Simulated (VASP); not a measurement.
# NaF (I4/mmm) in VASP: further runs

Runs on NaF. Level: PBE. Tasks: single point.

Program: VASP 6.6.1. These are calculated values, not measurements. Logs are shortened: lines on timing, memory, paths and dates and some standing lists are left out, and cuts for length are marked.

## 1. The cell of the first run

The structure is tetragonal, space group I4/mmm (No. 139). The conventional cell has a = 3.286 Å, b = 3.286 Å, c = 4.507 Å, α = 90.00°, β = 90.00°, γ = 90.00°. Na (site symmetry 4/mmm) has 6 F at 2.25 to 2.32 Å within 3.0 Å. F (site symmetry 4/mmm) has 6 Na at 2.25 to 2.32 Å within 3.0 Å.

## 2. Single point, PBE (strain +0.000 along x and y, -0.030 along z)

Input file INCAR:

```
SYSTEM = NaF
PREC     = Accurate       ! precision mode
ENCUT    = 520            ! plane-wave cutoff, eV
EDIFF    = 1E-7           ! SCF threshold, eV
ISMEAR   = 0              ! smearing method
SIGMA    = 0.05           ! smearing width, eV
LREAL    = .False.        ! projectors in reciprocal space
LASPH    = .True.         ! aspherical terms in the spheres
NELM     = 80             ! most SCF steps
ALGO     = Normal         ! electronic algorithm
ISIF     = 2              ! what is computed and relaxed
LWAVE    = .False.        ! write WAVECAR
LCHARG   = .True.         ! write CHGCAR
GGA      = PE             ! functional
LELF     = .True.         ! ELF
LVHAR    = .True.       
NBANDS   = 14             ! bands
```

Input file KPOINTS:

```
Automatic mesh
0
Gamma
  8 8 8
  0 0 0
```

Input file POSCAR:

```
NaF
1.0
    0.0000000000      2.3233000000      2.2536010000
    2.3233000000      0.0000000000      2.2536010000
    2.3233000000      2.3233000000      0.0000000000
Na F
1 1
Direct
    0.0000000000      0.0000000000      0.0000000000
    0.5000000000      0.5000000000      0.5000000000
```

Potentials or basis: VASP PAW PBE potentials, release 64 (Na_pv, F).

Run with:

```
> cat potpaw_PBE.64/Na_pv/POTCAR potpaw_PBE.64/F/POTCAR > POTCAR
> mpirun -np 1 vasp_std > vasp.out
```

OUTCAR:

```text
SYSTEM = NaF
   PREC = Accurate
   ENCUT = 520
   EDIFF = 1E-7
   ISMEAR = 0
   LREAL = .False.
   LASPH = .True.
   NELM = 80
   ISIF = 2
   GGA = PE

 ion  position               nearest neighbor table
   1  0.000  0.000  0.000-   2 2.25   2 2.25   2 2.32   2 2.32   2 2.32   2 2.32
   2  0.500  0.500  0.500-   1 2.25   1 2.25   1 2.32   1 2.32   1 2.32   1 2.32

  LATTYP: Found a body centered tetragonal cell.
 ALAT       =     3.2856423695
 C/A-ratio  =     1.3717871555

  Lattice vectors:

 A1 = (   0.0000000000,  -2.3233000000,  -2.2536010000)
 A2 = (   0.0000000000,   2.3233000000,  -2.2536010000)
 A3 = (   2.3233000000,   0.0000000000,   2.2536010000)

Analysis of symmetry for initial positions (statically):
=====================================================================
 Subroutine PRICEL returns:
 Original cell was already a primitive cell.

 Routine SETGRP: Setting up the symmetry group for a
 body centered tetragonal supercell.

 Subroutine GETGRP returns: Found 16 space group operations
 (whereof 16 operations were pure point group operations)
 out of a pool of 16 trial point group operations.

The static configuration has the point symmetry D_4h.

Analysis of symmetry for dynamics (positions and initial velocities):
=====================================================================
 Subroutine PRICEL returns:
 Original cell was already a primitive cell.

 Routine SETGRP: Setting up the symmetry group for a
 body centered tetragonal supercell.

 Subroutine GETGRP returns: Found 16 space group operations
 (whereof 16 operations were pure point group operations)
 out of a pool of 16 trial point group operations.

The dynamic configuration has the point symmetry D_4h.

 Subroutine INISYM returns: Found 16 space group operations
 (whereof 16 operations are pure point group operations),
 and found     1 'primitive' translations

----------------------------------------------------------------------------------------

                                     Primitive cell

  volume of cell :      24.3286

  direct lattice vectors                    reciprocal lattice vectors
     0.000000000  2.323300000  2.253601000    -0.215211122  0.215211122  0.221867136
     2.323300000  0.000000000  2.253601000     0.215211122 -0.215211122  0.221867136
     2.323300000  2.323300000  0.000000000     0.215211122  0.215211122 -0.221867136

  length of vectors
     3.236732976  3.236732976  3.285642369     0.376638660  0.376638660  0.376638660

  position of ions in fractional coordinates (direct lattice)
     0.000000000  0.000000000  0.000000000
     0.500000000  0.500000000  0.500000000

  ion indices of the primitive-cell ions
   primitive index   ion index
                 1           1
                 2           2

----------------------------------------------------------------------------------------

 KPOINTS: Automatic mesh

Automatic generation of k-mesh.
 Grid dimensions read from file:
 generate k-points for:    8    8    8

 Generating k-lattice:

  Cartesian coordinates                     Fractional coordinates (reciprocal lattice)
    -0.026901390  0.026901390  0.027733392     0.125000000  0.000000000  0.000000000
     0.026901390 -0.026901390  0.027733392     0.000000000  0.125000000  0.000000000
     0.026901390  0.026901390 -0.027733392     0.000000000  0.000000000  0.125000000

  Length of vectors
     0.047079833  0.047079833  0.047079833

  Shift w.r.t. Gamma in fractional coordinates (k-lattice)
     0.000000000  0.000000000  0.000000000

 Subroutine IBZKPT returns following result:
 ===========================================

 Found     59 irreducible k-points:

 Following reciprocal coordinates:
            Coordinates               Weight
  0.000000  0.000000  0.000000      1.000000
  0.125000  0.000000  0.000000      8.000000
  0.250000  0.000000  0.000000      8.000000
  0.375000  0.000000  0.000000      8.000000
  0.500000  0.000000  0.000000      4.000000
  0.125000  0.125000  0.000000      2.000000
[... 16 lines left out ...]
  0.250000  0.000000  0.125000     16.000000
  0.375000 -0.000000  0.125000     16.000000
 [... further k-points ...]
   k-points           NKPTS =     59   k-points in BZ     NKDIM =     59   number of bands    NBANDS=     14
   number of dos      NEDOS =    301   number of ions     NIONS =      2
   total plane-waves  NPLWV =  13824
   dimension x,y,z NGX =    24 NGY =   24 NGZ =   24
   dimension x,y,z NGXF=    48 NGYF=   48 NGZF=   48
   ions per type =               1   1
   NGX,Y,Z   is equivalent  to a cutoff of  12.33, 12.33, 12.14 a.u.
   NGXF,Y,Z  is equivalent  to a cutoff of  24.65, 24.65, 24.29 a.u.
 SYSTEM =  NaF
   PREC   = accura    normal or accurate (medium, high low for compatibility)
   ISTART =      0    job   : 0-new  1-cont  2-samecut
   ICHARG =      2    charge: 1-file 2-atom 10-const
   ISPIN  =      1    spin polarized calculation?
   LNONCOLLINEAR =      F non collinear calculations
   LSORBIT =      F    spin-orbit coupling
   LASPH  =      T    aspherical Exc in radial PAW
   ENCUT  =  520.0 eV  38.22 Ry    6.18 a.u.   6.02  6.02  6.11*2*pi/ulx,y,z
   NELM   =     80;   NELMIN=  2; NELMDL= -5     # of ELM steps
   EDIFF  = 0.1E-06   stopping-criterion for ELM
   LREAL  =      F    real-space projection
   EDIFFG = 0.1E-05   stopping-criterion for IOM
   NSW    =      0    number of steps for IOM
   IBRION =     -1    ionic relax: 0-MD 1-quasi-New 2-CG
   NFREE  =      0    steps in history (QN), initial steepest desc. (CG)
   ISIF   =      2    stress and relaxation
   ISYM   =      2    0-nonsym 1-usesym 2-fastsym
   POTIM  = 0.5000    time-step for ionic-motion
   TEBEG  =    0.0;   TEEND  =   0.0 temperature during run
   PSTRESS=    0.0 pullay stress
   NELECT =      14.0000    total number of electrons
   NUPDOWN=      -1.0000    fix difference up-down
   EMIN   =  10.00;   EMAX   =-10.00  energy-range for DOS
   EFERMI =   0.00;   METHOD = LEGACY
   ISMEAR =     0;   SIGMA  =   0.05  broadening in eV -4-tet -1-fermi 0-gaus
   EFERMI_NEDOS =   21; number of points for ismear=-14 and -15
   IALGO  =     38    algorithm
   IMIX   =      4    mixing-type and parameters
     AMIX     =   0.40;   BMIX     =  1.00
     AMIX_MAG =   1.60;   BMIX_MAG =  1.00
  volume/ion in A,a.u.               =      12.16        82.09
  Fermi-wavevector in a.u.,A,eV,Ry     =   1.361690  2.573221 25.227925  1.854200
  Thomas-Fermi vector in A             =   2.488244
   LORBIT       =      0    0 simple, 1 ext, 2 COOP (PROOUT), +10 PAW based schemes
   GGA     = PE    functional components
   LHFCALC =     F    Hartree Fock is set to
   AEXX    =    0.0000 exact exchange contribution
   IVDW    =     0    specifies the selected vdW correction
   LEPSILON=     F    determine dielectric tensor
   LRPA    =     F    only Hartree local field effects (RPA)
 non-spin polarized calculation
 Gauss-broadening in eV      SIGMA  =   0.05
  energy-cutoff  :      520.00
  volume of cell :       24.33
 maximum number of plane-waves:       672
   NGX = 13   NGY = 13   NGZ = 13

 number of electron      13.9999985 magnetization

 Free energy of the ion-electron system (eV)
  ---------------------------------------------------
  ext. energy  EPLUGINS =         0.00000000
  ---------------------------------------------------
  free energy    TOTEN  =        -8.54660410 eV

  energy without entropy =       -8.54660410  energy(sigma->0) =       -8.54660410

 E-fermi :  -1.6531     XC(G=0):  -9.2605

 val. band max:       -1.9852076792   @ k =   0.0000   0.0000   0.0000
 cond. band min:       4.4343924093   @ k =   0.0000   0.0000   0.0000
 fundamental gap:      6.4196000885
 Fermi energy:        -1.6530984502

 k-point     1 :       0.0000    0.0000    0.0000
  band No.  band energies     occupation
      1     -21.1979      2.00000
      2     -20.8662      2.00000
      3     -20.8662      2.00000
      4     -20.8564      2.00000
      5      -1.9855      2.00000
      6      -1.9855      2.00000
      7      -1.9852      2.00000
      8       4.4344      0.00000
      9      17.0883      0.00000
     10      17.0883      0.00000
     11      17.3041      0.00000
     12      20.0712      0.00000
     13      21.8189      0.00000
     14      22.7221      0.00000

 k-point     2 :       0.1250    0.0000    0.0000
  band No.  band energies     occupation
      1     -21.3813      2.00000
      2     -20.8687      2.00000
      3     -20.8620      2.00000
      4     -20.6572      2.00000
      5      -2.2894      2.00000
      6      -2.0274      2.00000
      7      -2.0234      2.00000
      8       4.9891      0.00000
      9      15.4149      0.00000
     10      17.3211      0.00000
     11      17.4912      0.00000
     12      21.3067      0.00000
     13      21.9738      0.00000
     14      22.1404      0.00000

 k-point     3 :       0.2500    0.0000    0.0000
  band No.  band energies     occupation
      1     -21.6105      2.00000
      2     -20.8748      2.00000
      3     -20.8652      2.00000
      4     -20.3750      2.00000
      5      -2.9084      2.00000
      6      -2.1269      2.00000
      7      -2.1142      2.00000
      8       6.3246      0.00000
      9      13.3191      0.00000
     10      17.8094      0.00000
     11      18.1048      0.00000
     12      20.7332      0.00000
     13      21.3586      0.00000
     14      22.7396      0.00000

 k-point     4 :       0.3750    0.0000    0.0000
  band No.  band energies     occupation
      1     -21.7629      2.00000
      2     -20.8808      2.00000
      3     -20.8684      2.00000
      4     -20.1684      2.00000
      5      -3.4270      2.00000
      6      -2.2243      2.00000
      7      -2.2034      2.00000
      8       7.9027      0.00000
      9      11.6515      0.00000
     10      18.0663      0.00000
     11      18.5734      0.00000
     12      20.7924      0.00000
     13      21.2309      0.00000
     14      22.2996      0.00000

 k-point     5 :       0.5000    0.0000    0.0000
  band No.  band energies     occupation
      1     -21.8155      2.00000
      2     -20.8833      2.00000
      3     -20.8697      2.00000
      4     -20.0928      2.00000
      5      -3.6222      2.00000
      6      -2.2641      2.00000
      7      -2.2400      2.00000
      8       8.9345      0.00000
      9      10.6726      0.00000
     10      18.0835      0.00000
     11      18.6747      0.00000
[... 276 lines left out ...]
 k-point    22 :       0.1250    0.0000    0.1250
  band No.  band energies     occupation
      1     -21.3751      2.00000
      2     -20.8733      2.00000
      3     -20.8650      2.00000
      4     -20.6557      2.00000
      5      -2.3352      2.00000
      6      -2.0523      2.00000
      7      -2.0458      2.00000
      8       5.1557      0.00000
      9      15.2254      0.00000
     10      17.3038      0.00000
     11      17.4274      0.00000
     12      20.1973      0.00000
     13      22.8010      0.00000
     14      22.9035      0.00000

 k-point    23 :       0.2500    0.0000    0.1250
  band No.  band energies     occupation
      1     -21.5196      2.00000
      2     -20.8799      2.00000
      3     -20.8718      2.00000
      4     -20.4721      2.00000
      5      -2.7700      2.00000
      6      -2.1434      2.00000
      7      -2.1299      2.00000
      8       6.2075      0.00000
      9      13.7066      0.00000
     10      17.5780      0.00000
     11      17.7043      0.00000
     12      19.1148      0.00000
     13      22.7774      0.00000
     14      24.2727      0.00000

 k-point    24 :       0.3750   -0.0000    0.1250
  band No.  band energies     occupation
      1     -21.6652      2.00000
      2     -20.8875      2.00000
      3     -20.8778      2.00000
      4     -20.2760      2.00000
      5      -3.2388      2.00000
      6      -2.2790      2.00000
      7      -2.2200      2.00000
      8       7.7080      0.00000
      9      12.1815      0.00000
     10      17.2261      0.00000
     11      18.0862      0.00000
     12      19.2468      0.00000
     13      22.4606      0.00000
     14      24.1379      0.00000

 [... further k-points ...]

------------------------ aborting loop because EDIFF is reached ----------------------------------------

  FORCE on cell =-STRESS in cart. coord.  units (eV):
  Direction    XX          YY          ZZ          XY          YZ          ZX
  --------------------------------------------------------------------------------------
  -------------------------------------------------------------------------------------
  Total        0.3578199      0.3578199      0.8486514      0.0000000      0.0000000      0.0000000
  in kB       23.5644616     23.5644616     55.8884818      0.0000000      0.0000000      0.0000000
  external PRESSURE =      34.3391350 kB  Pullay stress =       0.0000000 kB

 VOLUME and BASIS-vectors are now :
 -----------------------------------------------------------------------------
  energy-cutoff  :      520.00
  volume of cell :       24.33
      direct lattice vectors                 reciprocal lattice vectors
     0.000000000  2.323300000  2.253601000    -0.215211122  0.215211122  0.221867136
     2.323300000  0.000000000  2.253601000     0.215211122 -0.215211122  0.221867136
     2.323300000  2.323300000  0.000000000     0.215211122  0.215211122 -0.221867136

 POSITION                                       TOTAL-FORCE (eV/Angst)
 -----------------------------------------------------------------------------------
      0.00000      0.00000      0.00000         0.000000      0.000000      0.000000
      2.32330      2.32330      2.25360         0.000000      0.000000      0.000000
 -----------------------------------------------------------------------------------
    total drift:                                0.000000     -0.000000      0.000000

  FREE ENERGIE OF THE ION-ELECTRON SYSTEM (eV)
  ---------------------------------------------------
  free  energy   TOTEN  =        -8.5466040959 eV

  energy  without entropy=       -8.5466040959  energy(sigma->0) =       -8.54660410
```

Wall time 40 s (1 thread of Intel Xeon 6975P-C, shared host); peak memory 0.11 GiB.

What came out:

```
Free energy            : -8.5466 eV
Pressure               : 3.4 GPa
Band gap on the k mesh : 6.42 eV, direct
```

Caveat: the cell differs from its parent crystal (strain +0.000 along x and y, -0.030 along z).

## 3. Single point, PBE (strain -0.015 along x and y, +0.000 along z)

Input file INCAR:

```
SYSTEM = NaF
PREC     = Accurate       ! precision mode
ENCUT    = 520            ! plane-wave cutoff, eV
EDIFF    = 1E-6           ! SCF threshold, eV
ISMEAR   = 0              ! smearing method
SIGMA    = 0.05           ! smearing width, eV
LREAL    = .FALSE.        ! projectors in reciprocal space
LASPH    = .TRUE.         ! aspherical terms in the spheres
NELM     = 80             ! most SCF steps
ALGO     = Normal         ! electronic algorithm
ISIF     = 2              ! what is computed and relaxed
LWAVE    = .FALSE.        ! write WAVECAR
LCHARG   = .TRUE.         ! write CHGCAR
GGA      = PE             ! functional
LELF     = .TRUE.         ! ELF
LVHAR    = .TRUE.       
NBANDS   = 14             ! bands
```

Input file KPOINTS:

```
regular mesh
0
G
  8 8 8
  0 0 0
```

Input file POSCAR:

```
NaF
1.0
    0.0000000000      2.2884505000      2.3233000000
    2.2884505000      0.0000000000      2.3233000000
    2.2884505000      2.2884505000      0.0000000000
Na F
1 1
Direct
    0.0000000000      0.0000000000      0.0000000000
    0.5000000000      0.5000000000      0.5000000000
```

Potentials or basis: VASP PAW PBE potentials, release 64 (Na_pv, F).

Run with:

```
> cat potpaw_PBE.64/Na_pv/POTCAR potpaw_PBE.64/F/POTCAR > POTCAR
> mpirun -np 1 vasp_std > vasp.out
```

Wall time 35 s (1 thread of Intel Xeon 6975P-C, shared host); peak memory 0.11 GiB.

Results (log left out):

* Free energy: -8.5505 eV
* Pressure: 3.3 GPa
* Band gap on the k mesh: 6.42 eV, direct

Stress tensor (GPa, compression positive):
```
3.80 0.00 0.00
0.00 3.80 0.00
0.00 0.00 2.33
```

Levels at points of the mesh, in eV from the valence-band top:
```csv
k point,band 3,band 4,band 5,band 6,band 7,band 8,band 9,band 10,band 11,band 12
"(0.00, 0.00, 0.00)",-18.88,-18.88,0.00,0.00,0.00,6.42,19.06,19.17,19.17,22.04
"(0.50, 0.00, 0.00)",-18.89,-18.12,-1.64,-0.27,-0.26,10.92,12.66,20.21,20.50,23.07
"(0.50, 0.50, 0.00)",-18.93,-18.93,-1.32,-0.40,-0.40,13.20,13.48,13.79,20.18,20.18
"(0.50, 0.00, 0.50)",-18.94,-18.94,-1.30,-0.43,-0.41,13.33,13.41,13.84,19.92,20.08
```

Caveat: the cell differs from its parent crystal (strain -0.015 along x and y, +0.000 along z).

## 4. Single point, PBE (strain -0.015 along x and y, +0.030 along z)

Input file INCAR:

```
PREC     = Accurate       # precision mode
ENCUT    = 520            # plane-wave cutoff, eV
EDIFF    = 1E-6           # SCF threshold, eV
ISMEAR   = 0              # smearing method
SIGMA    = 0.05           # smearing width, eV
LREAL    = False          # projectors in reciprocal space
LASPH    = True           # aspherical terms in the spheres
NELM     = 80             # most SCF steps
ALGO     = Normal         # electronic algorithm
ISIF     = 2              # what is computed and relaxed
LWAVE    = False          # write WAVECAR
LCHARG   = False          # write CHGCAR
GGA      = PE             # functional
NBANDS   = 14             # bands
```

Input file KPOINTS:

```
Automatic mesh
0
Gamma
  8 8 8
```

Input file POSCAR:

```
NaF
1.0
    0.0000000000      2.2884505000      2.3929990000
    2.2884505000      0.0000000000      2.3929990000
    2.2884505000      2.2884505000      0.0000000000
Na F
1 1
Direct
    0.0000000000      0.0000000000      0.0000000000
    0.5000000000      0.5000000000      0.5000000000
```

Run with:

```
> cat potpaw_PBE.64/Na_pv/POTCAR potpaw_PBE.64/F/POTCAR > POTCAR
> mpirun -np 1 vasp_std > vasp.out
```

Run time: 44 s. Hardware: 1 thread of Intel Xeon 6975P-C, shared host; peak memory 0.12 GiB.

It converged, with:

- Free energy: -8.5554 eV
- Pressure: 1.8 GPa
- Band gap on the k mesh: 6.26 eV, direct

Stress tensor (GPa, compression positive):
```
 3.03  0.00  0.00
 0.00  3.03  0.00
 0.00  0.00 -0.53
```

Levels at points of the mesh, in eV from the valence-band top:
```csv
k point,band 5,band 6,band 7,band 8,band 9,band 10
"(0.00, 0.00, 0.00)",0.00,0.00,0.00,6.26,18.73,19.05
"(0.50, 0.00, 0.00)",-1.57,-0.27,-0.23,10.73,12.40,19.64
"(0.50, 0.50, 0.00)",-1.30,-0.35,-0.35,12.69,13.43,13.57
"(0.50, 0.00, 0.50)",-1.24,-0.46,-0.39,13.15,13.29,13.59
```

Caveat: the cell differs from its parent crystal (strain -0.015 along x and y, +0.030 along z).

## 5. The runs side by side

```tsv
cell	gap on the mesh (eV)	pressure (GPa)
a = 3.237, b = 3.237, c = 3.286 Å, angles 59.5, 59.5, 61.0°, 2 atoms	6.42	3.4
a = 3.261, b = 3.261, c = 3.236 Å, angles 60.3, 60.3, 59.5°, 2 atoms	6.42	3.3
a = 3.311, b = 3.311, c = 3.236 Å, angles 60.7, 60.7, 58.5°, 2 atoms	6.26	1.8
```

Alike in all rows: task single point; level PBE; potentials or basis VASP PAW PBE potentials, release 64 (Na_pv, F); no spin polarisation; k mesh 8 × 8 × 8; cutoff (eV) 520; smearing gaussian 0.05 eV.

Absolute energies hang on the potentials; compare differences alone.
